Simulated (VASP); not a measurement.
# AlRu (I4/mmm) in VASP: single point with PBEsol

Aim: the single point of AlRu with PBEsol.

All numbers are computed with VASP 6.6.1; they aren't measurements. Logs are shortened: lines on timing, memory, paths and dates and some standing lists are left out, and cuts for length are marked.

## 1. The cell of the first run

Symmetry: I4/mmm, No. 139, tetragonal system. The conventional cell has a = 4.209 Å, b = 4.209 Å, c = 5.953 Å, α = 90.00°, β = 90.00°, γ = 90.00°. Within 3.3 Å of Al (site symmetry mmm) lie 8 Ru at 2.54 to 2.62 Å and 6 Al at 2.98 Å. Ru (site symmetry 4mm) has 8 Al at 2.54 to 2.62 Å and 6 Ru at 2.83 to 3.13 Å within 3.3 Å.

## 2. Single point, PBEsol (atoms displaced along a vibrational mode)

Contents of INCAR:

```
SYSTEM = AlRu
ALGO = Fast
EDIFF = 1E-7
ENCUT = 520
GGA = PS
ISIF = 2
ISMEAR = 0
LASPH = .TRUE.
LCHARG = .FALSE.
LREAL = .FALSE.
LWAVE = .FALSE.
NBANDS = 25
NELM = 100
PREC = Accurate
SIGMA = 0.15
```

Contents of KPOINTS:

```
k-points
0
G
  18 18 18
  0 0 0
```

Contents of POSCAR:

```
AlRu
1.0
   -2.9764078218      0.0000000000     -2.9764078218
    0.0000000000     -2.9764078218     -2.9764078218
   -2.9764078218     -2.9764078218      0.0000000000
Al Ru
2 2
Direct
    0.0000000000      0.0000000000      0.0000000000
    0.5000000000      0.5000000000      0.5000000000
    0.2374009201      0.2625990799      0.2374009201
    0.7625990799      0.7374009201      0.7625990799
```

Potentials or basis: VASP PAW PBE potentials, release 64 (Al, Ru_pv).

The run is started by

```console
$ cat potpaw_PBE.64/Al/POTCAR potpaw_PBE.64/Ru_pv/POTCAR > POTCAR
$ mpirun -np 1 vasp_std > vasp.out
```

OUTCAR:

```text
SYSTEM = AlRu
   EDIFF = 1E-7
   ENCUT = 520
   GGA = PS
   ISIF = 2
   ISMEAR = 0
   LASPH = .TRUE.
   LREAL = .FALSE.
   NELM = 100
   PREC = Accurate

 ion  position               nearest neighbor table
   1  0.000  0.000  0.000-   4 2.54   3 2.54   4 2.54   3 2.54   4 2.62   3 2.62   4 2.62   3 2.62
                             2 2.98   2 2.98   2 2.98   2 2.98   2 2.98   2 2.98
   2  0.500  0.500  0.500-   3 2.54   3 2.54   4 2.54   4 2.54   4 2.62   3 2.62   4 2.62   3 2.62
                             1 2.98   1 2.98   1 2.98   1 2.98   1 2.98   1 2.98
   3  0.237  0.263  0.237-   1 2.54   1 2.54   2 2.54   2 2.54   2 2.62   1 2.62   2 2.62   1 2.62
                             4 2.83   4 2.98   4 2.98   4 2.98   4 2.98   4 3.13
   4  0.763  0.737  0.763-   2 2.54   2 2.54   1 2.54   1 2.54   2 2.62   1 2.62   2 2.62   1 2.62
                             3 2.83   3 2.98   3 2.98   3 2.98   3 2.98   3 3.13

  LATTYP: Found a face centered cubic cell.
 ALAT       =     5.9528156436

  Lattice vectors:

 A1 = (  -2.9764078218,   0.0000000000,  -2.9764078218)
 A2 = (   0.0000000000,  -2.9764078218,  -2.9764078218)
 A3 = (  -2.9764078218,  -2.9764078218,   0.0000000000)

Analysis of symmetry for initial positions (statically):
=====================================================================
 Subroutine PRICEL returns:
 Original cell was already a primitive cell.

 Routine SETGRP: Setting up the symmetry group for a
 face centered cubic supercell.

 Subroutine GETGRP returns: Found 16 space group operations
 (whereof  8 operations were pure point group operations)
 out of a pool of 48 trial point group operations.

The static configuration has the point symmetry D_2h.
 The point group associated with its full space group is D_4h.

Analysis of symmetry for dynamics (positions and initial velocities):
=====================================================================
 Subroutine PRICEL returns:
 Original cell was already a primitive cell.

 Routine SETGRP: Setting up the symmetry group for a
 face centered cubic supercell.

 Subroutine GETGRP returns: Found 16 space group operations
 (whereof  8 operations were pure point group operations)
 out of a pool of 48 trial point group operations.

The dynamic configuration has the point symmetry D_2h.
 The point group associated with its full space group is D_4h.

 Subroutine INISYM returns: Found 16 space group operations
 (whereof  8 operations are pure point group operations),
 and found     1 'primitive' translations

----------------------------------------------------------------------------------------

                                     Primitive cell

  volume of cell :      52.7360

  direct lattice vectors                    reciprocal lattice vectors
    -2.976407822  0.000000000 -2.976407822    -0.167987732  0.167987732 -0.167987732
     0.000000000 -2.976407822 -2.976407822     0.167987732 -0.167987732 -0.167987732
    -2.976407822 -2.976407822  0.000000000    -0.167987732 -0.167987732  0.167987732

  length of vectors
     4.209276309  4.209276309  4.209276309     0.290963287  0.290963287  0.290963287

  position of ions in fractional coordinates (direct lattice)
     0.000000000  0.000000000  0.000000000
     0.500000000  0.500000000  0.500000000
     0.237400920  0.262599080  0.237400920
     0.762599080  0.737400920  0.762599080

  ion indices of the primitive-cell ions
   primitive index   ion index
                 1           1
                 2           2
                 3           3
                 4           4

----------------------------------------------------------------------------------------

 KPOINTS: k-points

Automatic generation of k-mesh.
 Grid dimensions read from file:
 generate k-points for:   18   18   18

 Generating k-lattice:

  Cartesian coordinates                     Fractional coordinates (reciprocal lattice)
    -0.009332652  0.009332652 -0.009332652     0.055555556  0.000000000  0.000000000
     0.009332652 -0.009332652 -0.009332652     0.000000000  0.055555556  0.000000000
    -0.009332652 -0.009332652  0.009332652     0.000000000  0.000000000  0.055555556

  Length of vectors
     0.016164627  0.016164627  0.016164627

  Shift w.r.t. Gamma in fractional coordinates (k-lattice)
     0.000000000  0.000000000  0.000000000

 Subroutine IBZKPT returns following result:
 ===========================================

 Found    480 irreducible k-points:

 Following reciprocal coordinates:
            Coordinates               Weight
  0.000000  0.000000  0.000000      1.000000
  0.055556  0.000000  0.000000      8.000000
  0.111111  0.000000  0.000000      8.000000
  0.166667  0.000000  0.000000      8.000000
  0.222222  0.000000  0.000000      8.000000
  0.277778  0.000000  0.000000      8.000000
[... 16 lines left out ...]
  0.388889  0.055556  0.000000     16.000000
  0.055556  0.000000  0.388889      8.000000
 [... further k-points ...]
   k-points           NKPTS =    480   k-points in BZ     NKDIM =    480   number of bands    NBANDS=     25
   number of dos      NEDOS =    301   number of ions     NIONS =      4
   total plane-waves  NPLWV =  32768
   dimension x,y,z NGX =    32 NGY =   32 NGZ =   32
   dimension x,y,z NGXF=    64 NGYF=   64 NGZF=   64
   ions per type =               2   2
   NGX,Y,Z   is equivalent  to a cutoff of  12.64, 12.64, 12.64 a.u.
   NGXF,Y,Z  is equivalent  to a cutoff of  25.28, 25.28, 25.28 a.u.
 SYSTEM =  AlRu
   PREC   = accura    normal or accurate (medium, high low for compatibility)
   ISTART =      0    job   : 0-new  1-cont  2-samecut
   ICHARG =      2    charge: 1-file 2-atom 10-const
   ISPIN  =      1    spin polarized calculation?
   LNONCOLLINEAR =      F non collinear calculations
   LSORBIT =      F    spin-orbit coupling
   LASPH  =      T    aspherical Exc in radial PAW
   ENCUT  =  520.0 eV  38.22 Ry    6.18 a.u.   7.83  7.83  7.83*2*pi/ulx,y,z
   NELM   =    100;   NELMIN=  2; NELMDL= -5     # of ELM steps
   EDIFF  = 0.1E-06   stopping-criterion for ELM
   LREAL  =      F    real-space projection
   EDIFFG = 0.1E-05   stopping-criterion for IOM
   NSW    =      0    number of steps for IOM
   IBRION =     -1    ionic relax: 0-MD 1-quasi-New 2-CG
   NFREE  =      0    steps in history (QN), initial steepest desc. (CG)
   ISIF   =      2    stress and relaxation
   ISYM   =      2    0-nonsym 1-usesym 2-fastsym
   POTIM  = 0.5000    time-step for ionic-motion
   TEBEG  =    0.0;   TEEND  =   0.0 temperature during run
   PSTRESS=    0.0 pullay stress
   NELECT =      34.0000    total number of electrons
   NUPDOWN=      -1.0000    fix difference up-down
   EMIN   =  10.00;   EMAX   =-10.00  energy-range for DOS
   EFERMI =   0.00;   METHOD = LEGACY
   ISMEAR =     0;   SIGMA  =   0.15  broadening in eV -4-tet -1-fermi 0-gaus
   EFERMI_NEDOS =   21; number of points for ismear=-14 and -15
   IALGO  =     68    algorithm
   IMIX   =      4    mixing-type and parameters
     AMIX     =   0.40;   BMIX     =  1.00
     AMIX_MAG =   1.60;   BMIX_MAG =  1.00
  volume/ion in A,a.u.               =      13.18        88.97
  Fermi-wavevector in a.u.,A,eV,Ry     =   1.414269  2.672581 27.213787  2.000157
  Thomas-Fermi vector in A             =   2.535829
   LORBIT       =      0    0 simple, 1 ext, 2 COOP (PROOUT), +10 PAW based schemes
   GGA     = PS    functional components
   LHFCALC =     F    Hartree Fock is set to
   AEXX    =    0.0000 exact exchange contribution
   IVDW    =     0    specifies the selected vdW correction
   LEPSILON=     F    determine dielectric tensor
   LRPA    =     F    only Hartree local field effects (RPA)
 non-spin polarized calculation
 RMM-DIIS sequential band-by-band and
 Gauss-broadening in eV      SIGMA  =   0.15
  energy-cutoff  :      520.00
  volume of cell :       52.74
 maximum number of plane-waves:      1435
   NGX = 15   NGY = 15   NGZ = 15

 number of electron      34.0000000 magnetization

 Free energy of the ion-electron system (eV)
  ---------------------------------------------------
  ext. energy  EPLUGINS =         0.00000000
  ---------------------------------------------------
  free energy    TOTEN  =       -30.98221631 eV

  energy without entropy =      -30.94726169  energy(sigma->0) =      -30.96473900

 E-fermi :  10.8317     XC(G=0): -12.7625

 val. band max:       10.8316718325   @ k =   0.3333   0.2222   0.1111
 cond. band min:      10.8328547551   @ k =   0.0556   0.0000  -0.1111
 fundamental gap:      0.0011829226
 Fermi energy:        10.8316791332

 k-point     1 :       0.0000    0.0000    0.0000
  band No.  band energies     occupation
      1     -31.0998      2.00000
      2     -31.0648      2.00000
      3     -31.0648      2.00000
      4     -30.9015      2.00000
      5     -30.9015      2.00000
      6     -30.8980      2.00000
[... 17 lines left out ...]
     24      17.1529      0.00000
     25      19.5147      0.00000

 k-point     2 :       0.0556    0.0000    0.0000
  band No.  band energies     occupation
      1     -31.0989      2.00000
      2     -31.0637      2.00000
      3     -31.0636      2.00000
      4     -30.9029      2.00000
      5     -30.9028      2.00000
      6     -30.8992      2.00000
[... 17 lines left out ...]
     24      17.1389      0.00000
     25      19.5452      0.00000

 k-point     3 :       0.1111    0.0000    0.0000
  band No.  band energies     occupation
      1     -31.0962      2.00000
      2     -31.0605      2.00000
      3     -31.0601      2.00000
      4     -30.9073      2.00000
      5     -30.9066      2.00000
      6     -30.9024      2.00000
[... 17 lines left out ...]
     24      17.1227      0.00000
     25      19.6924      0.00000

 k-point     4 :       0.1667    0.0000    0.0000
  band No.  band energies     occupation
      1     -31.0919      2.00000
      2     -31.0553      2.00000
      3     -31.0543      2.00000
      4     -30.9144      2.00000
      5     -30.9128      2.00000
      6     -30.9074      2.00000
[... 17 lines left out ...]
     24      17.1484      0.00000
     25      19.9482      0.00000

 k-point     5 :       0.2222    0.0000    0.0000
  band No.  band energies     occupation
      1     -31.0864      2.00000
      2     -31.0481      2.00000
      3     -31.0465      2.00000
      4     -30.9238      2.00000
      5     -30.9212      2.00000
      6     -30.9139      2.00000
[... 17 lines left out ...]
     24      17.2108      0.00000
     25      20.3017      0.00000

 k-point     6 :       0.2778    0.0000    0.0000
  band No.  band energies     occupation
      1     -31.0800      2.00000
      2     -31.0393      2.00000
      3     -31.0369      2.00000
      4     -30.9352      2.00000
      5     -30.9315      2.00000
      6     -30.9213      2.00000
[... 17 lines left out ...]
     24      17.2897      0.00000
     25      20.5970      0.00000
[... 393 lines left out ...]
 k-point    21 :       0.3333    0.0556    0.0000
  band No.  band energies     occupation
      1     -31.0830      2.00000
      2     -31.0418      2.00000
      3     -31.0077      2.00000
      4     -30.9654      2.00000
      5     -30.9302      2.00000
      6     -30.9190      2.00000
[... 17 lines left out ...]
     24      17.5927      0.00000
     25      20.2225      0.00000

 k-point    22 :       0.0556    0.0000    0.3333
  band No.  band energies     occupation
      1     -31.0639      2.00000
      2     -31.0437      2.00000
      3     -31.0411      2.00000
      4     -30.9424      2.00000
      5     -30.9283      2.00000
      6     -30.9278      2.00000
[... 17 lines left out ...]
     24      17.5149      0.00000
     25      20.2499      0.00000

 k-point    23 :       0.3889    0.0556    0.0000
  band No.  band energies     occupation
      1     -31.0762      2.00000
      2     -31.0313      2.00000
      3     -30.9959      2.00000
      4     -30.9784      2.00000
      5     -30.9421      2.00000
      6     -30.9267      2.00000
[... 17 lines left out ...]
     24      17.6359      0.00000
     25      20.5376      0.00000

 k-point    24 :       0.0556    0.0000    0.3889
  band No.  band energies     occupation
      1     -31.0614      2.00000
      2     -31.0336      2.00000
      3     -31.0302      2.00000
      4     -30.9493      2.00000
      5     -30.9393      2.00000
      6     -30.9368      2.00000
[... 17 lines left out ...]
     24      17.5812      0.00000
     25      20.5890      0.00000

 [... further k-points ...]

------------------------ aborting loop because EDIFF is reached ----------------------------------------

  FORCE on cell =-STRESS in cart. coord.  units (eV):
  Direction    XX          YY          ZZ          XY          YZ          ZX
  --------------------------------------------------------------------------------------
  -------------------------------------------------------------------------------------
  Total        0.4677026      0.2627471      0.2627471      0.0000000     -0.0000000      0.0000000
  in kB       14.2093133      7.9825406      7.9825406      0.0000000     -0.0000000      0.0000000
  external PRESSURE =      10.0581315 kB  Pullay stress =       0.0000000 kB

 VOLUME and BASIS-vectors are now :
 -----------------------------------------------------------------------------
  energy-cutoff  :      520.00
  volume of cell :       52.74
      direct lattice vectors                 reciprocal lattice vectors
    -2.976407822  0.000000000 -2.976407822    -0.167987732  0.167987732 -0.167987732
     0.000000000 -2.976407822 -2.976407822     0.167987732 -0.167987732 -0.167987732
    -2.976407822 -2.976407822  0.000000000    -0.167987732 -0.167987732  0.167987732

 POSITION                                       TOTAL-FORCE (eV/Angst)
 -----------------------------------------------------------------------------------
      0.00000      0.00000      0.00000         0.000000      0.000000      0.000000
     -2.97641     -2.97641     -2.97641         0.000000     -0.000000     -0.000000
     -1.41320     -1.48820     -1.48820        -0.997533     -0.000000     -0.000000
     -4.53961     -4.46461     -4.46461         0.997533     -0.000000     -0.000000
 -----------------------------------------------------------------------------------
    total drift:                                0.000000      0.000000     -0.000000

  FREE ENERGIE OF THE ION-ELECTRON SYSTEM (eV)
  ---------------------------------------------------
  free  energy   TOTEN  =       -30.9822163147 eV

  energy  without entropy=      -30.9472616949  energy(sigma->0) =      -30.96473900
```

It took 3.9 min on 1 thread of Intel Xeon 6975P-C (Granite Rapids), shared host; peak memory 0.59 GiB.

Results:

```yaml
Free_energy: -30.9822 eV
Pressure: 1.0 GPa
Largest_force: 0.998 eV/Å
Band_gap_on_the_k_mesh: zero (bands 17 and 18 overlap by 2.64 eV)
```

Forces on the atoms (eV/Å):
```
Al   0.000  0.000  0.000
Al   0.000  0.000  0.000
Ru  -0.998  0.000  0.000
Ru   0.998  0.000  0.000
```

Stress tensor (GPa, compression positive):
```
1.42 0.00 0.00
0.00 0.80 0.00
0.00 0.00 0.80
```

Caveat: the cell differs from its parent crystal (atoms displaced along a vibrational mode); the PAW data sets were made with another functional, which shifts forces and pressure a little.
